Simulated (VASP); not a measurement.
# Pt (C2/m) in VASP: a series of runs

The runs below take Pt through single point, with PBE.

Everything below comes from runs of VASP 6.6.1. Logs are shortened: lines on timing, memory, paths and dates and some standing lists are left out, and cuts for length are marked.

## 1. The cell of the first run

It takes space group C2/m (No. 12, monoclinic). Conventional cell: a = 4.473 Å, b = 4.473 Å, c = 9.268 Å, α = 90.00°, β = 94.61°, γ = 90.00°. Within 2.6 Å of Pt (site symmetry m) lie 1 Pt at 2.00 Å. Within 3.6 Å of Pt (site symmetry m) lie 14 Pt at 2.74 to 3.16 Å. Pt (site symmetry m) has 14 Pt at 2.74 to 3.16 Å within 3.6 Å.

## 2. Single point, PBE (the part above a cut slid along it)

INCAR

```
  PREC = Accurate
  ENCUT = 520
  EDIFF = 1E-6
  ISMEAR = 0
  SIGMA = 0.15
  LREAL = F
  LASPH = T
  NELM = 80
  ALGO = Fast
  ISIF = 2
  LWAVE = F
  LCHARG = F
  GGA = PE
  NBANDS = 39
  LUSENCCL = F
```

KPOINTS

```
Automatic mesh
0
Gamma
  14 14 5
```

POSCAR

```
Pt
1.0
   -3.1627959429      0.0000000000      0.0000000000
    0.0000000000     -3.1627959429      0.0000000000
   -0.5271326571     -0.5271326571      9.2383878288
Pt
6
Direct
    0.4857381169      0.4857381169      0.0855712989
   -0.1569092441     -0.1569092441      0.9414554644
    0.4286791725      0.4286791725      0.4279249651
   -0.0427913553     -0.0427913553      0.2567481320
    0.3716202281      0.3716202281      0.7702786313
   -0.0998502997     -0.0998502997      0.5991017982
```

Potentials or basis: VASP PAW PBE potentials, release 64 (Pt).

Launch:

```console
$ cat potpaw_PBE.64/Pt/POTCAR > POTCAR
$ mpirun -np 1 vasp_std > vasp.out
```

OUTCAR:

```text
PREC = Accurate
   ENCUT = 520
   EDIFF = 1E-6
   ISMEAR = 0
   LREAL = F
   LASPH = T
   NELM = 80
   ISIF = 2
   GGA = PE

 ion  position               nearest neighbor table
   1  0.486  0.486  0.086-   2 2.00   2 2.71   2 2.71   4 2.74   4 2.74   4 2.74   4 2.74   5 3.01
                             3 3.16   2 3.27
   2  0.843  0.843  0.941-   1 2.00   1 2.71   1 2.71   5 2.74   5 2.74   5 2.74   5 2.74   4 3.01
                             6 3.16   1 3.27
   3  0.429  0.429  0.428-   4 2.74   6 2.74   4 2.74   4 2.74   6 2.74   6 2.74   4 2.74   6 2.74
                             1 3.16   5 3.16
   4  0.957  0.957  0.257-   3 2.74   1 2.74   1 2.74   1 2.74   3 2.74   3 2.74   1 2.74   3 2.74
                             2 3.01   6 3.16
   5  0.372  0.372  0.770-   2 2.74   6 2.74   6 2.74   6 2.74   2 2.74   2 2.74   6 2.74   2 2.74
                             1 3.01   3 3.16
   6  0.900  0.900  0.599-   5 2.74   3 2.74   5 2.74   5 2.74   3 2.74   3 2.74   5 2.74   3 2.74
                             2 3.16   4 3.16

  LATTYP: Found a base centered monoclinic cell.
 ALAT       =     4.4728689175
 B/A-ratio  =     1.0000000000
 C/A-ratio  =     2.0721413548
 COS(beta)  =    -0.0804320932

  Lattice vectors:

 A1 = (   3.1627959429,  -0.0000000000,   0.0000000000)
 A2 = (  -0.0000000000,   3.1627959429,   0.0000000000)
 A3 = (  -0.5271326571,  -0.5271326571,   9.2383878288)

Analysis of symmetry for initial positions (statically):
=====================================================================
 Subroutine PRICEL returns:
 Original cell was already a primitive cell.

 Routine SETGRP: Setting up the symmetry group for a
 base centered monoclinic supercell.

 Subroutine GETGRP returns: Found  4 space group operations
 (whereof  2 operations were pure point group operations)
 out of a pool of  4 trial point group operations.

The static configuration has the point symmetry C_1h.
 The point group associated with its full space group is C_2h.

Analysis of symmetry for dynamics (positions and initial velocities):
=====================================================================
 Subroutine PRICEL returns:
 Original cell was already a primitive cell.

 Routine SETGRP: Setting up the symmetry group for a
 base centered monoclinic supercell.

 Subroutine GETGRP returns: Found  4 space group operations
 (whereof  2 operations were pure point group operations)
 out of a pool of  4 trial point group operations.

The dynamic configuration has the point symmetry C_1h.
 The point group associated with its full space group is C_2h.

[... 111 lines left out ...]
   NFREE  =      0    steps in history (QN), initial steepest desc. (CG)
   ISIF   =      2    stress and relaxation
   ISYM   =      2    0-nonsym 1-usesym 2-fastsym
   POTIM  = 0.5000    time-step for ionic-motion
   TEBEG  =    0.0;   TEEND  =   0.0 temperature during run
   PSTRESS=    0.0 pullay stress
   NELECT =      60.0000    total number of electrons
   NUPDOWN=      -1.0000    fix difference up-down
   EMIN   =  10.00;   EMAX   =-10.00  energy-range for DOS
   EFERMI =   0.00;   METHOD = LEGACY
   ISMEAR =     0;   SIGMA  =   0.15  broadening in eV -4-tet -1-fermi 0-gaus
   EFERMI_NEDOS =   21; number of points for ismear=-14 and -15
   IALGO  =     68    algorithm
   IMIX   =      4    mixing-type and parameters
     AMIX     =   0.40;   BMIX     =  1.00
     AMIX_MAG =   1.60;   BMIX_MAG =  1.00
  volume/ion in A,a.u.               =      15.40       103.94
  Fermi-wavevector in a.u.,A,eV,Ry     =   1.417574  2.678826 27.341125  2.009516
  Thomas-Fermi vector in A             =   2.538790
   LORBIT       =      0    0 simple, 1 ext, 2 COOP (PROOUT), +10 PAW based schemes
   GGA     = PE    functional components
   LHFCALC =     F    Hartree Fock is set to
   AEXX    =    0.0000 exact exchange contribution
   IVDW    =     0    specifies the selected vdW correction
   LEPSILON=     F    determine dielectric tensor
   LRPA    =     F    only Hartree local field effects (RPA)
 non-spin polarized calculation
 RMM-DIIS sequential band-by-band and
 Gauss-broadening in eV      SIGMA  =   0.15
  energy-cutoff  :      520.00
  volume of cell :       92.41
 maximum number of plane-waves:      2524
   NGX = 11   NGY = 11   NGZ = 35

 number of electron      60.0000005 magnetization

 Free energy of the ion-electron system (eV)
  ---------------------------------------------------
  ext. energy  EPLUGINS =         0.00000000
  ---------------------------------------------------
  free energy    TOTEN  =       -31.99775417 eV

  energy without entropy =      -31.92222519  energy(sigma->0) =      -31.95998968

 E-fermi :  10.8609     XC(G=0): -13.3173

 val. band max:       10.8597806539   @ k =  -0.2143  -0.3571   0.2000
 cond. band min:      10.8610296645   @ k =  -0.1429   0.0714   0.2000
 fundamental gap:      0.0012490106
 Fermi energy:        10.8608720098

 k-point     1 :       0.0000    0.0000    0.0000
  band No.  band energies     occupation
      1       0.8418      2.00000
      2       3.0692      2.00000
      3       3.0761      2.00000
      4       3.0987      2.00000
      5       3.6010      2.00000
      6       3.6432      2.00000
[... 997 lines left out ...]
     38      17.7474      0.00000
     39      19.6284      0.00000

 [... further k-points ...]

------------------------ aborting loop because EDIFF is reached ----------------------------------------

  FORCE on cell =-STRESS in cart. coord.  units (eV):
  Direction    XX          YY          ZZ          XY          YZ          ZX
  --------------------------------------------------------------------------------------
  -------------------------------------------------------------------------------------
  Total       13.5459384     13.5459384     19.3027689     10.8268639     13.2235688     13.2235705
  in kB      234.8449055    234.8449055    334.6506378    187.7045163    229.2560085    229.2560376
  external PRESSURE =     268.1134829 kB  Pullay stress =       0.0000000 kB

 VOLUME and BASIS-vectors are now :
 -----------------------------------------------------------------------------
  energy-cutoff  :      520.00
  volume of cell :       92.41
      direct lattice vectors                 reciprocal lattice vectors
    -3.162795943  0.000000000  0.000000000    -0.316175946 -0.000000000 -0.018040666
     0.000000000 -3.162795943  0.000000000    -0.000000000 -0.316175946 -0.018040666
    -0.527132657 -0.527132657  9.238387829     0.000000000  0.000000000  0.108243994

 POSITION                                       TOTAL-FORCE (eV/Angst)
 -----------------------------------------------------------------------------------
     -1.58140     -1.58140      0.79054         9.175694      9.175694     12.265042
     -3.16280     -3.16280      8.69753        -9.175694     -9.175694    -12.265042
     -1.58140     -1.58140      3.95334         0.053404      0.053404     -0.022027
     -3.16280     -3.16280      2.37194         0.025266      0.025266      0.639511
     -1.58140     -1.58140      7.11613        -0.025266     -0.025266     -0.639511
     -3.16280     -3.16280      5.53473        -0.053404     -0.053404      0.022027
 -----------------------------------------------------------------------------------
    total drift:                                0.000003      0.000003      0.000002

  FREE ENERGIE OF THE ION-ELECTRON SYSTEM (eV)
  ---------------------------------------------------
  free  energy   TOTEN  =       -31.9977541687 eV

  energy  without entropy=      -31.9222251937  energy(sigma->0) =      -31.95998968
```

OSZICAR:

```text
N       E                     dE             d eps       ncg     rms          rms(c)
DAV:   1     0.386557787965E+03    0.38656E+03   -0.30733E+04 20826   0.149E+03
DAV:   2    -0.212025386682E+02   -0.40776E+03   -0.38634E+03 22675   0.330E+02
DAV:   3    -0.341233907024E+02   -0.12921E+02   -0.12551E+02 23790   0.568E+01
DAV:   4    -0.342627115544E+02   -0.13932E+00   -0.13915E+00 22564   0.585E+00
DAV:   5    -0.342644471892E+02   -0.17356E-02   -0.17349E-02 23800   0.674E-01    0.346E+01
RMM:   6    -0.338318166733E+02    0.43263E+00   -0.49982E+00 21640   0.110E+01    0.307E+01
RMM:   7    -0.335186299518E+02    0.31319E+00   -0.25967E+00 22629   0.697E+00    0.169E+01
RMM:   8    -0.320888434909E+02    0.14298E+01   -0.13467E+00 21273   0.575E+00    0.321E+00
RMM:   9    -0.320162479788E+02    0.72596E-01   -0.20064E-01 21072   0.224E+00    0.142E+00
RMM:  10    -0.320006119553E+02    0.15636E-01   -0.31877E-02 21547   0.841E-01    0.607E-01
RMM:  11    -0.319980216792E+02    0.25903E-02   -0.66646E-03 22228   0.427E-01    0.235E-01
RMM:  12    -0.319977729389E+02    0.24874E-03   -0.10126E-03 22607   0.141E-01    0.622E-02
RMM:  13    -0.319977600413E+02    0.12898E-04   -0.26297E-04 22499   0.697E-02    0.263E-02
RMM:  14    -0.319977541266E+02    0.59147E-05   -0.68234E-05 22427   0.393E-02    0.150E-02
RMM:  15    -0.319977541240E+02    0.25629E-08   -0.15105E-05 22520   0.154E-02    0.467E-03
RMM:  16    -0.319977541687E+02   -0.44682E-07   -0.31141E-06 15247   0.696E-03
   1 F= -.31997754E+02 E0= -.31959990E+02  d E =-.755290E-01
```

stdout:

```text
Offloading initialized ...    1 GPUs detected
 POSCAR found type information on POSCAR Pt
 POSCAR found :  1 types and       6 ions
 scaLAPACK will be used selectively (only on CPU)
 LDA part: xc-table for (Slater+PW92), standard interpolation
 POSCAR, INCAR and KPOINTS ok, starting setup
 FFT: planning ... GRIDC
 FFT: planning ... GRID_SOFT
 FFT: planning ... GRID
 WAVECAR not read
 entering main loop
```

Run time: 12 min. Hardware: 1 × NVIDIA H100 80GB with 1 thread of AMD EPYC 7R13 (Zen 3), shared host; peak memory 1.7 GiB.

Results:

```yaml
Free_energy: -31.9978 eV
Pressure: 26.8 GPa
Largest_force: 17.855 eV/Å
Band_gap_on_the_k_mesh: zero (bands 30 and 31 overlap by 0.80 eV)
```

Forces on the atoms (eV/Å):
```
Pt    9.176   9.176  12.265
Pt   -9.176  -9.176 -12.265
Pt    0.053   0.053  -0.022
Pt    0.025   0.025   0.640
Pt   -0.025  -0.025  -0.640
Pt   -0.053  -0.053   0.022
```

Levels at points of the mesh, in eV from the Fermi level:
| k point | band 27 | band 28 | band 29 | band 30 | band 31 | band 32 | band 33 | band 34 |
| --- | --- | --- | --- | --- | --- | --- | --- | --- |
| (0.00, 0.00, 0.00) | -0.71 | -0.61 | -0.41 | -0.20 | 0.14 | 0.27 | 0.92 | 1.97 |
| (0.50, 0.00, 0.00) | -0.70 | -0.26 | 0.14 | 0.19 | 0.29 | 0.49 | 0.51 | 0.69 |
| (0.50, 0.50, 0.00) | -0.65 | -0.64 | -0.09 | 0.52 | 0.63 | 0.86 | 3.99 | 4.43 |

Caveat: the cell differs from its parent crystal (the part above a cut slid along it); the stress differs along the axes, from 23 to 33 GPa; spin-orbit coupling is left out, which moves the levels of the heavy elements; forces of over 1 eV/Å act on the atoms, so gaps and moduli don't describe the material at rest.

## 3. Single point, PBE

This run uses another cell than the first one, of 15.82 Å³/atom.

INCAR

```
PREC     = Accurate       # precision mode
ENCUT    = 520            # plane-wave cutoff, eV
EDIFF    = 1E-6           # SCF threshold, eV
ISMEAR   = 0              # smearing method
SIGMA    = 0.15           # smearing width, eV
LREAL    = F              # projectors in reciprocal space
LASPH    = T              # aspherical terms in the spheres
NELM     = 60             # most SCF steps
ALGO     = Fast           # electronic algorithm
ISIF     = 2              # what is computed and relaxed
LWAVE    = F              # write WAVECAR
LCHARG   = F              # write CHGCAR
GGA      = PE             # functional
NBANDS   = 39             # bands
LUSENCCL = F
```

KPOINTS is that of step 2.

POSCAR

```
Pt
1.0
   -3.1627959429      0.0000000000      0.0000000000
    0.0000000000     -3.1627959429      0.0000000000
   -1.0542653143     -1.0542653143      9.4883878288
Pt
6
Direct
    0.4722277778      0.4722277778      0.0833166667
   -0.3055500000     -0.3055500000      0.9166500000
    0.3611166667      0.3611166667      0.4166500000
   -0.0833277778     -0.0833277778      0.2499833333
    0.2500055556      0.2500055556      0.7499833333
   -0.1944388889     -0.1944388889      0.5833166667
```

Potentials or basis: VASP PAW PBE potentials, release 64 (Pt).

Launch:

```console
$ cat potpaw_PBE.64/Pt/POTCAR > POTCAR
$ mpirun -np 1 vasp_std > vasp.out
```

It took 9.1 min on 1 × NVIDIA H100 80GB with 1 thread of AMD EPYC 7R13 (Zen 3), shared host; peak memory 1.8 GiB.

Results (log left out):

* Free energy: -25.6644 eV
* Pressure: 40.0 GPa
* Largest force: 37.711 eV/Å
* Band gap on the k mesh: zero (bands 30 and 31 overlap by 1.18 eV)

Forces in eV/Å, atoms in the order of the input:
```
Pt   11.017  11.017  34.342
Pt  -11.017 -11.017 -34.342
Pt    0.126   0.126   0.095
Pt   -0.145  -0.145  -0.093
Pt    0.145   0.145   0.093
Pt   -0.126  -0.126  -0.095
```

Stress tensor (GPa, compression positive):
```
13.72 11.35 30.74
11.35 13.72 30.74
30.74 30.74 92.43
```

Levels at points of the mesh, in eV from the Fermi level:
| k point | band 26 | band 27 | band 28 | band 29 | band 30 | band 31 | band 32 | band 33 | band 34 | band 35 |
| --- | --- | --- | --- | --- | --- | --- | --- | --- | --- | --- |
| (0.00, 0.00, 0.00) | -1.01 | -0.86 | -0.71 | -0.33 | -0.07 | -0.01 | 0.17 | 0.25 | 1.61 | 2.28 |
| (0.50, 0.00, 0.00) | -0.98 | -0.87 | -0.38 | -0.31 | -0.28 | 0.03 | 0.19 | 0.20 | 0.60 | 0.94 |
| (0.50, 0.50, 0.00) | -0.79 | -0.64 | -0.64 | -0.38 | -0.08 | 1.16 | 2.07 | 3.06 | 3.20 | 5.03 |

Caveat: atoms lie so close that the PAW spheres overlap strongly, which falsifies energies and pressures; the stress differs along the axes, from 14 to 92 GPa; spin-orbit coupling is left out, which moves the levels of the heavy elements; forces of over 1 eV/Å act on the atoms, so gaps and moduli don't describe the material at rest.

(Part 1 of 2 ends here.)
